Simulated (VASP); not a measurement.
# TaTc (Pm-3m) in VASP: further runs

TaTc is run at these levels: LDA; tasks: single point.

Program: VASP 6.6.1. These are calculated values, not measurements. Logs are shortened: lines on timing, memory, paths and dates and some standing lists are left out, and cuts for length are marked.

**1. The cell of the first run**

The structure is cubic, space group Pm-3m (No. 221). Conventional cell: a = 3.085 Å, b = 3.085 Å, c = 3.085 Å, α = 90.00°, β = 90.00°, γ = 90.00°. Ta (site symmetry m-3m) has 8 Tc at 2.67 Å and 6 Ta at 3.09 Å within 3.5 Å. Within 3.5 Å of Tc (site symmetry m-3m) lie 8 Ta at 2.67 Å and 6 Tc at 3.09 Å.

**2. Single point, LDA**

INCAR

```
SYSTEM = TaTc
PREC = Accurate
ENCUT = 500
EDIFF = 1E-6
ISMEAR = 1
SIGMA = 0.1
LREAL = .FALSE.
LASPH = .TRUE.
NELM = 120
ALGO = Normal
ISIF = 2
LWAVE = .FALSE.
LCHARG = .FALSE.
NBANDS = 19
GGA_COMPAT = .FALSE.
```

KPOINTS

```
Automatic mesh
0
G
  7 7 7
  0 0 0
```

POSCAR

```
TaTc
1.0
    3.0850517568      0.0000000000      0.0000000000
    0.0000000000      3.0850517568      0.0000000000
    0.0000000000      0.0000000000      3.0850517568
Ta Tc
1 1
Direct
    0.0000000000      0.0000000000      0.0000000000
    0.5000000000      0.5000000000      0.5000000000
```

Potentials or basis: VASP PAW LDA potentials, release 64 (Ta_pv, Tc_pv).

Started as:

```bash
> cat potpaw_LDA.64/Ta_pv/POTCAR potpaw_LDA.64/Tc_pv/POTCAR > POTCAR
> mpirun -np 1 vasp_std > vasp.out
```

OUTCAR:

```text
SYSTEM = TaTc
   PREC = Accurate
   ENCUT = 500
   EDIFF = 1E-6
   ISMEAR = 1
   LREAL = .FALSE.
   LASPH = .TRUE.
   NELM = 120
   ISIF = 2

 ion  position               nearest neighbor table
   1  0.000  0.000  0.000-   2 2.67   2 2.67   2 2.67   2 2.67   2 2.67   2 2.67   2 2.67   2 2.67

   2  0.500  0.500  0.500-   1 2.67   1 2.67   1 2.67   1 2.67   1 2.67   1 2.67   1 2.67   1 2.67

  LATTYP: Found a simple cubic cell.
 ALAT       =     3.0850517568

  Lattice vectors:

 A1 = (   3.0850517568,   0.0000000000,   0.0000000000)
 A2 = (   0.0000000000,   3.0850517568,   0.0000000000)
 A3 = (   0.0000000000,   0.0000000000,   3.0850517568)

Analysis of symmetry for initial positions (statically):
=====================================================================
 Subroutine PRICEL returns:
 Original cell was already a primitive cell.

 Routine SETGRP: Setting up the symmetry group for a
 simple cubic supercell.

 Subroutine GETGRP returns: Found 48 space group operations
 (whereof 48 operations were pure point group operations)
 out of a pool of 48 trial point group operations.

The static configuration has the point symmetry O_h .

Analysis of symmetry for dynamics (positions and initial velocities):
=====================================================================
 Subroutine PRICEL returns:
 Original cell was already a primitive cell.

 Routine SETGRP: Setting up the symmetry group for a
 simple cubic supercell.

 Subroutine GETGRP returns: Found 48 space group operations
 (whereof 48 operations were pure point group operations)
 out of a pool of 48 trial point group operations.

The dynamic configuration has the point symmetry O_h .

 Subroutine INISYM returns: Found 48 space group operations
 (whereof 48 operations are pure point group operations),
 and found     1 'primitive' translations

----------------------------------------------------------------------------------------

                                     Primitive cell

  volume of cell :      29.3621

  direct lattice vectors                    reciprocal lattice vectors
     3.085051757  0.000000000  0.000000000     0.324143670  0.000000000  0.000000000
     0.000000000  3.085051757  0.000000000     0.000000000  0.324143670  0.000000000
     0.000000000  0.000000000  3.085051757     0.000000000  0.000000000  0.324143670

  length of vectors
     3.085051757  3.085051757  3.085051757     0.324143670  0.324143670  0.324143670

  position of ions in fractional coordinates (direct lattice)
     0.000000000  0.000000000  0.000000000
     0.500000000  0.500000000  0.500000000

  ion indices of the primitive-cell ions
   primitive index   ion index
                 1           1
                 2           2

----------------------------------------------------------------------------------------

 KPOINTS: Automatic mesh

Automatic generation of k-mesh.
 Grid dimensions read from file:
 generate k-points for:    7    7    7

 Generating k-lattice:

  Cartesian coordinates                     Fractional coordinates (reciprocal lattice)
     0.046306239  0.000000000  0.000000000     0.142857143  0.000000000  0.000000000
     0.000000000  0.046306239  0.000000000     0.000000000  0.142857143  0.000000000
     0.000000000  0.000000000  0.046306239     0.000000000  0.000000000  0.142857143

  Length of vectors
     0.046306239  0.046306239  0.046306239

  Shift w.r.t. Gamma in fractional coordinates (k-lattice)
     0.000000000  0.000000000  0.000000000

 Subroutine IBZKPT returns following result:
 ===========================================

 Found     20 irreducible k-points:

 Following reciprocal coordinates:
            Coordinates               Weight
  0.000000  0.000000  0.000000      1.000000
  0.142857  0.000000  0.000000      6.000000
  0.285714  0.000000  0.000000      6.000000
  0.428571  0.000000  0.000000      6.000000
  0.142857  0.142857  0.000000     12.000000
  0.285714  0.142857  0.000000     24.000000
[... 12 lines left out ...]
  0.428571  0.428571  0.285714     24.000000
  0.428571  0.428571  0.428571      8.000000
   k-points           NKPTS =     20   k-points in BZ     NKDIM =     20   number of bands    NBANDS=     19
   number of dos      NEDOS =    301   number of ions     NIONS =      2
   total plane-waves  NPLWV =  13824
   dimension x,y,z NGX =    24 NGY =   24 NGZ =   24
   dimension x,y,z NGXF=    48 NGYF=   48 NGZF=   48
   ions per type =               1   1
   NGX,Y,Z   is equivalent  to a cutoff of  12.93, 12.93, 12.93 a.u.
   NGXF,Y,Z  is equivalent  to a cutoff of  25.87, 25.87, 25.87 a.u.
 SYSTEM =  TaTc
   PREC   = accura    normal or accurate (medium, high low for compatibility)
   ISTART =      0    job   : 0-new  1-cont  2-samecut
   ICHARG =      2    charge: 1-file 2-atom 10-const
   ISPIN  =      1    spin polarized calculation?
   LNONCOLLINEAR =      F non collinear calculations
   LSORBIT =      F    spin-orbit coupling
   LASPH  =      T    aspherical Exc in radial PAW
   ENCUT  =  500.0 eV  36.75 Ry    6.06 a.u.   5.62  5.62  5.62*2*pi/ulx,y,z
   NELM   =    120;   NELMIN=  2; NELMDL= -5     # of ELM steps
   EDIFF  = 0.1E-05   stopping-criterion for ELM
   LREAL  =      F    real-space projection
   EDIFFG = 0.1E-04   stopping-criterion for IOM
   NSW    =      0    number of steps for IOM
   IBRION =     -1    ionic relax: 0-MD 1-quasi-New 2-CG
   NFREE  =      0    steps in history (QN), initial steepest desc. (CG)
   ISIF   =      2    stress and relaxation
   ISYM   =      2    0-nonsym 1-usesym 2-fastsym
   POTIM  = 0.5000    time-step for ionic-motion
   TEBEG  =    0.0;   TEEND  =   0.0 temperature during run
   PSTRESS=    0.0 pullay stress
   NELECT =      24.0000    total number of electrons
   NUPDOWN=      -1.0000    fix difference up-down
   EMIN   =  10.00;   EMAX   =-10.00  energy-range for DOS
   EFERMI =   0.00;   METHOD = LEGACY
   ISMEAR =     1;   SIGMA  =   0.10  broadening in eV -4-tet -1-fermi 0-gaus
   EFERMI_NEDOS =   21; number of points for ismear=-14 and -15
   IALGO  =     38    algorithm
   IMIX   =      4    mixing-type and parameters
     AMIX     =   0.40;   BMIX     =  1.00
     AMIX_MAG =   1.60;   BMIX_MAG =  1.00
  volume/ion in A,a.u.               =      14.68        99.07
  Fermi-wavevector in a.u.,A,eV,Ry     =   1.530674  2.892555 31.877958  2.342964
  Thomas-Fermi vector in A             =   2.638125
   LORBIT       =      0    0 simple, 1 ext, 2 COOP (PROOUT), +10 PAW based schemes
   GGA     = CA    functional components
   LHFCALC =     F    Hartree Fock is set to
   AEXX    =    0.0000 exact exchange contribution
   IVDW    =     0    specifies the selected vdW correction
   LEPSILON=     F    determine dielectric tensor
   LRPA    =     F    only Hartree local field effects (RPA)
 non-spin polarized calculation
 Methfessel and Paxton  Order N= 1 SIGMA  =   0.10
  energy-cutoff  :      500.00
  volume of cell :       29.36
 maximum number of plane-waves:       756
 NGX is ok and might be reduce to    24
   NGX = 11   NGY = 11   NGZ = 11

 number of electron      24.0000003 magnetization

 Free energy of the ion-electron system (eV)
  ---------------------------------------------------
  ext. energy  EPLUGINS =         0.00000000
  ---------------------------------------------------
  free energy    TOTEN  =       -25.38512406 eV

  energy without entropy =      -25.38395933  energy(sigma->0) =      -25.38473581

 E-fermi :  10.3341     XC(G=0): -13.8811

 val. band max:       10.2276046314   @ k =   0.4286   0.0000   0.0000
 cond. band min:      10.3480041703   @ k =   0.4286   0.4286   0.1429
 fundamental gap:      0.1203995389
 Fermi energy:        10.3340995954

 k-point     1 :       0.0000    0.0000    0.0000
  band No.  band energies     occupation
      1     -28.2934      2.00000
      2     -28.2934      2.00000
      3     -28.2934      2.00000
      4     -23.6617      2.00000
      5     -23.6617      2.00000
      6     -23.6617      2.00000
[... 11 lines left out ...]
     18      19.8661      0.00000
     19      19.8661      0.00000

 k-point     2 :       0.1429    0.0000    0.0000
  band No.  band energies     occupation
      1     -28.3270      2.00000
      2     -28.2798      2.00000
      3     -28.2798      2.00000
      4     -23.7629      2.00000
      5     -23.6718      2.00000
      6     -23.6718      2.00000
[... 11 lines left out ...]
     18      18.5863      0.00000
     19      21.9114      0.00000

 k-point     3 :       0.2857    0.0000    0.0000
  band No.  band energies     occupation
      1     -28.4009      2.00000
      2     -28.2490      2.00000
      3     -28.2490      2.00000
      4     -23.9851      2.00000
      5     -23.6949      2.00000
      6     -23.6949      2.00000
[... 11 lines left out ...]
     18      16.4947      0.00000
     19      23.1901      0.00000

 k-point     4 :       0.4286    0.0000    0.0000
  band No.  band energies     occupation
      1     -28.4590      2.00000
      2     -28.2240      2.00000
      3     -28.2240      2.00000
      4     -24.1586      2.00000
      5     -23.7137      2.00000
      6     -23.7137      2.00000
[... 11 lines left out ...]
     18      15.7666      0.00000
     19      23.1897      0.00000

 k-point     5 :       0.1429    0.1429    0.0000
  band No.  band energies     occupation
      1     -28.3435      2.00000
      2     -28.2947      2.00000
      3     -28.2679      2.00000
      4     -23.8045      2.00000
      5     -23.7207      2.00000
      6     -23.6784      2.00000
[... 11 lines left out ...]
     18      19.6342      0.00000
     19      21.1623      0.00000

 k-point     6 :       0.2857    0.1429    0.0000
  band No.  band energies     occupation
      1     -28.4145      2.00000
      2     -28.2941      2.00000
      3     -28.2408      2.00000
      4     -23.9739      2.00000
      5     -23.7498      2.00000
      6     -23.6935      2.00000
[... 11 lines left out ...]
     18      17.6147      0.00000
     19      23.2351      0.00000

 k-point     7 :       0.4286    0.1429    0.0000
  band No.  band energies     occupation
      1     -28.4758      2.00000
      2     -28.2888      2.00000
      3     -28.2188      2.00000
      4     -24.1165      2.00000
      5     -23.7615      2.00000
      6     -23.7058      2.00000
[... 11 lines left out ...]
     18      16.0544      0.00000
     19      23.1864      0.00000

 k-point     8 :       0.2857    0.2857    0.0000
  band No.  band energies     occupation
      1     -28.4574      2.00000
      2     -28.3824      2.00000
      3     -28.2221      2.00000
      4     -23.9729      2.00000
      5     -23.8453      2.00000
      6     -23.6903      2.00000
[... 168 lines left out ...]
 k-point    16 :       0.4286    0.4286    0.1429
  band No.  band energies     occupation
      1     -28.5256      2.00000
      2     -28.5162      2.00000
      3     -28.2436      2.00000
      4     -23.9829      2.00000
      5     -23.9646      2.00000
      6     -23.7521      2.00000
[... 11 lines left out ...]
     18      18.1079      0.00000
     19      21.4815      0.00000

 k-point    17 :       0.2857    0.2857    0.2857
  band No.  band energies     occupation
      1     -28.3969      2.00000
      2     -28.3909      2.00000
      3     -28.3909      2.00000
      4     -23.9114      2.00000
      5     -23.9114      2.00000
      6     -23.8998      2.00000
[... 11 lines left out ...]
     18      21.0835      0.00000
     19      22.6792      0.00000

 k-point    18 :       0.4286    0.2857    0.2857
  band No.  band energies     occupation
      1     -28.4845      2.00000
      2     -28.4031      2.00000
      3     -28.3531      2.00000
      4     -24.0224      2.00000
      5     -23.9491      2.00000
      6     -23.8673      2.00000
[... 11 lines left out ...]
     18      19.8425      0.00000
     19      21.6431      0.00000

 k-point    19 :       0.4286    0.4286    0.2857
  band No.  band energies     occupation
      1     -28.4724      2.00000
      2     -28.4700      2.00000
      3     -28.3456      2.00000
      4     -24.0307      2.00000
      5     -24.0257      2.00000
      6     -23.9237      2.00000
[... 11 lines left out ...]
     18      20.2870      0.00000
     19      20.8120      0.00000

 k-point    20 :       0.4286    0.4286    0.4286
  band No.  band energies     occupation
      1     -28.4386      2.00000
      2     -28.4241      2.00000
      3     -28.4241      2.00000
      4     -24.0760      2.00000
      5     -24.0760      2.00000
      6     -24.0513      2.00000
[... 11 lines left out ...]
     18      20.2569      0.00000
     19      21.5186      0.00000

------------------------ aborting loop because EDIFF is reached ----------------------------------------

  FORCE on cell =-STRESS in cart. coord.  units (eV):
  Direction    XX          YY          ZZ          XY          YZ          ZX
  --------------------------------------------------------------------------------------
  -------------------------------------------------------------------------------------
  Total        2.7425252      2.7425252      2.7425252     -0.0000000     -0.0000000      0.0000000
  in kB      149.6490071    149.6490071    149.6490071     -0.0000000     -0.0000000      0.0000000
  external PRESSURE =     149.6490071 kB  Pullay stress =       0.0000000 kB

 VOLUME and BASIS-vectors are now :
 -----------------------------------------------------------------------------
  energy-cutoff  :      500.00
  volume of cell :       29.36
      direct lattice vectors                 reciprocal lattice vectors
     3.085051757  0.000000000  0.000000000     0.324143670  0.000000000  0.000000000
     0.000000000  3.085051757  0.000000000     0.000000000  0.324143670  0.000000000
     0.000000000  0.000000000  3.085051757     0.000000000  0.000000000  0.324143670

 POSITION                                       TOTAL-FORCE (eV/Angst)
 -----------------------------------------------------------------------------------
      0.00000      0.00000      0.00000         0.000000      0.000000      0.000000
      1.54253      1.54253      1.54253         0.000000      0.000000      0.000000
 -----------------------------------------------------------------------------------
    total drift:                                0.000000     -0.000000     -0.000000

  FREE ENERGIE OF THE ION-ELECTRON SYSTEM (eV)
  ---------------------------------------------------
  free  energy   TOTEN  =       -25.3851240576 eV

  energy  without entropy=      -25.3839593280  energy(sigma->0) =      -25.38473581
```

Wall time 14 s (1 thread of Intel Xeon 8259CL, shared host); peak memory 0.13 GiB.

What came out:

| Item | Value |
| --- | --- |
| Free energy | -25.3851 eV |
| Pressure | 15.0 GPa |
| Band gap on the k mesh | zero (band 12 reaches 11.04 eV, above the bottom of band 13 at 10.18 eV) |

Caveat: spin-orbit coupling is left out, which moves the levels of the heavy elements.

(Part 1 of 2 ends here.)
